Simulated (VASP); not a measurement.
Runs of VASP 6.6.1 on LiH. The structure is cubic, space group Fm-3m (No. 225). The conventional cell has a = 3.997 Å, b = 3.997 Å, c = 3.997 Å, α = 90.00°, β = 90.00°, γ = 90.00°. Li (site symmetry m-3m) has 6 H at 2.00 Å within 2.6 Å. Within 2.6 Å of H (site symmetry m-3m) lie 6 Li at 2.00 Å. 

```tsv
task	level	potentials or basis	cutoff (eV)	grid for exact exchange (PRECFOCK)	screening parameter	GW scheme	GW iterations	cutoff of the response function	gap on the mesh (eV)
single point	r2SCAN	VASP PAW PBE potentials, release 64 (Li_sv, H)	520	-	-	-	-	-	3.58
single point	HSE06	VASP PAW PBE potentials, release 64 (Li_sv, H)	520	Normal	0.2079 1/Å	-	-	-	3.97
single point	LDA	VASP PAW LDA potentials, release 64 (Li_sv, H)	520	-	-	-	-	-	(a)
single point	PBE	VASP PAW PBE potentials, release 64 (Li_sv, H)	520	-	-	-	-	-	2.97
```

Alike in all rows: no spin polarisation; cell a = 2.826 Å, angles 60.0°, 2 atoms; k mesh 6 × 6 × 6; smearing gaussian 0.01 eV.

Task: Fill in the values left out.

Result: (a) 2.60.

Caveats: all runs use coarse meshes.

A k mesh can miss the band edges.
